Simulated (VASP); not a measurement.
# Ta2N (P-3m1) in VASP: notebook, part 2 of 2

VASP 6.6.1.

## 4. Single point, PBE (strain +0.025 along x and y, +0.050 along z)

The input, INCAR:

```
PREC     = Accurate       # precision mode
ENCUT    = 520            # plane-wave cutoff, eV
EDIFF    = 1E-6           # SCF threshold, eV
ISMEAR   = 0              # smearing method
SIGMA    = 0.15           # smearing width, eV
LREAL    = False          # projectors in reciprocal space
LASPH    = True           # aspherical terms in the spheres
NELM     = 60             # most SCF steps
ALGO     = Normal         # electronic algorithm
ISIF     = 2              # what is computed and relaxed
LWAVE    = False          # write WAVECAR
LCHARG   = True           # write CHGCAR
GGA      = PE             # functional
LELF     = True           # ELF
LVHAR    = True         
NBANDS   = 20             # bands
```

The input, KPOINTS:

```
regular mesh
0
Gamma
  18 18 10
```

The input, POSCAR:

```
Ta2N
1.0
    3.1786685610      0.0000000000      0.0000000000
   -1.5893342805      2.7528077240      0.0000000000
    0.0000000000      0.0000000000      5.1259845407
Ta N
2 1
Direct
    0.6666666667      0.3333333333      0.7449050326
    0.3333333333      0.6666666667      0.2550949674
    0.0000000000      0.0000000000      0.0000000000
```

Launch:

```sh
> cat potpaw_PBE.64/Ta_pv/POTCAR potpaw_PBE.64/N/POTCAR > POTCAR
> mpirun -np 1 vasp_std > vasp.out
```

It took 1.9 min on 1 thread of AMD EPYC 9R45 (Zen 5), shared host; peak memory 0.34 GiB.

The run converged. Its results:

```yaml
Free_energy: -34.0726 eV
Pressure: -22.1 GPa
Largest_force: 0.316 eV/Å
Band_gap_on_the_k_mesh: zero (an odd number of electrons rules out a gap without spin polarisation)
```

Forces in eV/Å, atoms in the order of the input:
```
Ta   0.000  0.000  0.316
Ta   0.000  0.000 -0.316
N    0.000  0.000  0.000
```

Stress tensor (GPa, compression positive):
```
-20.79   0.00   0.00
  0.00 -20.79   0.00
  0.00   0.00 -24.71
```

Levels at points of the mesh, in eV from the Fermi level:
| k point | band 10 | band 11 | band 12 | band 13 | band 14 | band 15 | band 16 | band 17 |
| --- | --- | --- | --- | --- | --- | --- | --- | --- |
| (0.00, 0.00, 0.00) | -5.39 | -5.03 | -0.80 | -0.21 | -0.21 | 0.21 | 0.44 | 0.44 |
| (0.50, 0.00, 0.00) | -5.75 | -4.05 | -2.41 | -1.36 | 1.20 | 1.86 | 3.37 | 3.44 |
| (0.00, 0.00, 0.50) | -5.52 | -2.86 | -2.68 | -0.86 | -0.86 | 1.43 | 1.53 | 2.00 |
| (0.50, 0.00, 0.50) | -5.56 | -3.08 | -2.06 | -2.02 | -0.40 | 0.71 | 3.06 | 3.29 |

Caveat: the cell differs from its parent crystal (strain +0.025 along x and y, +0.050 along z); the cell stands under tension; spin-orbit coupling is left out, which moves the levels of the heavy elements.

## 5. Single point, PBE (strain +0.050 along x and y, +0.025 along z)

The input, INCAR:

```
SYSTEM = Ta2N
ALGO     = Normal         ! electronic algorithm
EDIFF    = 1E-7           ! SCF threshold, eV
ENCUT    = 520            ! plane-wave cutoff, eV
GGA      = PE             ! functional
ISIF     = 2              ! what is computed and relaxed
ISMEAR   = 0              ! smearing method
LASPH    = .True.         ! aspherical terms in the spheres
LCHARG   = .False.        ! write CHGCAR
LREAL    = .False.        ! projectors in reciprocal space
LWAVE    = .False.        ! write WAVECAR
NBANDS   = 20             ! bands
NELM     = 60             ! most SCF steps
PREC     = Accurate       ! precision mode
SIGMA    = 0.15           ! smearing width, eV
```

The input, KPOINTS:

```
k-points
0
Gamma
  18 18 10
  0 0 0
```

The input, POSCAR:

```
Ta2N
1.0
    3.2561970625      0.0000000000      0.0000000000
   -1.6280985312      2.8199493758      0.0000000000
    0.0000000000      0.0000000000      5.0039372898
Ta N
2 1
Direct
    0.6666666667      0.3333333333      0.7449050326
    0.3333333333      0.6666666667      0.2550949674
    0.0000000000      0.0000000000      0.0000000000
```

Launch:

```sh
> cat potpaw_PBE.64/Ta_pv/POTCAR potpaw_PBE.64/N/POTCAR > POTCAR
> mpirun -np 1 vasp_std > vasp.out
```

It took 1.9 min on 1 thread of AMD EPYC 9R45 (Zen 5), shared host; peak memory 0.35 GiB.

It converged, with:

```
Free energy            : -33.9124 eV
Pressure               : -26.0 GPa
Largest force          : 0.644 eV/Å
Band gap on the k mesh : zero (an odd number of electrons rules out a gap without spin polarisation)
```

Forces in eV/Å, atoms in the order of the input:
```
Ta   0.000  0.000  0.644
Ta   0.000  0.000 -0.644
N    0.000  0.000  0.000
```

Stress tensor (GPa, compression positive):
```
-27.05   0.00   0.00
  0.00 -27.05   0.00
  0.00   0.00 -23.99
```

Levels at points of the mesh, in eV from the Fermi level:
```csv
k point,band 10,band 11,band 12,band 13,band 14,band 15,band 16,band 17
"(0.00, 0.00, 0.00)",-5.45,-4.91,-0.40,-0.19,-0.19,0.15,0.15,0.28
"(0.50, 0.00, 0.00)",-5.75,-3.90,-2.46,-1.42,1.46,1.68,3.05,3.32
"(0.00, 0.00, 0.50)",-5.61,-2.47,-2.45,-1.00,-1.00,1.24,1.62,1.97
"(0.50, 0.00, 0.50)",-5.54,-2.87,-2.08,-2.03,-0.15,0.54,2.64,2.89
```

Caveat: the cell differs from its parent crystal (strain +0.050 along x and y, +0.025 along z); the cell stands under tension; spin-orbit coupling is left out, which moves the levels of the heavy elements.

## 6. Single point, PBE (strain +0.050 along x and y, +0.050 along z)

The input, INCAR:

```
ALGO = Normal
EDIFF = 1E-6
ENCUT = 520
GGA = PE
ISIF = 2
ISMEAR = 0
LASPH = T
LCHARG = F
LREAL = F
LWAVE = F
NBANDS = 20
NELM = 60
PREC = Accurate
SIGMA = 0.15
```

The input, KPOINTS:

```
k-points
0
Gamma
  18 18 10
```

Edit POSCAR of step 5 so:

```diff
@@ -4,3 +4,3 @@
    -1.6280985312      2.8199493758      0.0000000000
-    0.0000000000      0.0000000000      5.0039372898
+    0.0000000000      0.0000000000      5.1259845407
 Ta N
```

Potentials or basis: VASP PAW PBE potentials, release 64 (Ta_pv, N).

Launch:

```sh
> cat potpaw_PBE.64/Ta_pv/POTCAR potpaw_PBE.64/N/POTCAR > POTCAR
> mpirun -np 1 vasp_std > vasp.out
```

Run time: 1.9 min. Hardware: 1 thread of AMD EPYC 9R45 (Zen 5), shared host; peak memory 0.35 GiB.

It converged, with:

```yaml
Free_energy: -33.7227 eV
Pressure: -29.7 GPa
Largest_force: 0.604 eV/Å
Band_gap_on_the_k_mesh: zero (an odd number of electrons rules out a gap without spin polarisation)
```

Forces in eV/Å, atoms in the order of the input:
```
Ta   0.000  0.000  0.604
Ta   0.000  0.000 -0.604
N    0.000  0.000  0.000
```

Stress tensor (GPa, compression positive):
```
-29.53   0.00   0.00
  0.00 -29.53   0.00
  0.00   0.00 -30.17
```

Levels at points of the mesh, in eV from the Fermi level:
| k point | band 9 | band 10 | band 11 | band 12 | band 13 | band 14 | band 15 | band 16 | band 17 | band 18 |
| --- | --- | --- | --- | --- | --- | --- | --- | --- | --- | --- |
| (0.00, 0.00, 0.00) | -5.25 | -5.25 | -4.95 | -0.57 | -0.19 | -0.19 | 0.24 | 0.27 | 0.27 | 0.94 |
| (0.50, 0.00, 0.00) | -5.85 | -5.57 | -3.80 | -2.38 | -1.39 | 1.36 | 1.57 | 3.03 | 3.22 | 3.29 |
| (0.00, 0.00, 0.50) | -5.38 | -5.38 | -2.59 | -2.53 | -0.89 | -0.89 | 1.21 | 1.46 | 1.87 | 1.87 |
| (0.50, 0.00, 0.50) | -5.93 | -5.39 | -2.88 | -2.04 | -1.99 | -0.26 | 0.59 | 2.69 | 2.92 | 3.23 |

Caveat: the cell differs from its parent crystal (strain +0.050 along x and y, +0.050 along z); the cell stands under tension; spin-orbit coupling is left out, which moves the levels of the heavy elements.

## 7. Overview

| cell | gap on the mesh (eV) | pressure (GPa) | largest force (eV/Å) |
| --- | --- | --- | --- |
| a = 3.179, b = 3.179, c = 5.004 Å, angles 90.0, 90.0, 120.0°, 3 atoms | none | -17.5 | 0.33 |
| a = 3.256, b = 3.256, c = 4.882 Å, angles 90.0, 90.0, 120.0°, 3 atoms | none | -21.6 | 0.71 |
| a = 3.179, b = 3.179, c = 5.126 Å, angles 90.0, 90.0, 120.0°, 3 atoms | none | -22.1 | 0.32 |
| a = 3.256, b = 3.256, c = 5.004 Å, angles 90.0, 90.0, 120.0°, 3 atoms | none | -26.0 | 0.64 |
| a = 3.256, b = 3.256, c = 5.126 Å, angles 90.0, 90.0, 120.0°, 3 atoms | none | -29.7 | 0.60 |

Alike in all rows: task single point; level PBE; potentials or basis VASP PAW PBE potentials, release 64 (Ta_pv, N); no spin polarisation; k mesh 18 × 18 × 10; cutoff (eV) 520; smearing gaussian 0.15 eV.

Caveats: the cell stands under tension; spin-orbit coupling is left out, which moves the levels of the heavy elements.

Total energies depend on the potentials used, so only differences within one code and one set of settings carry meaning.
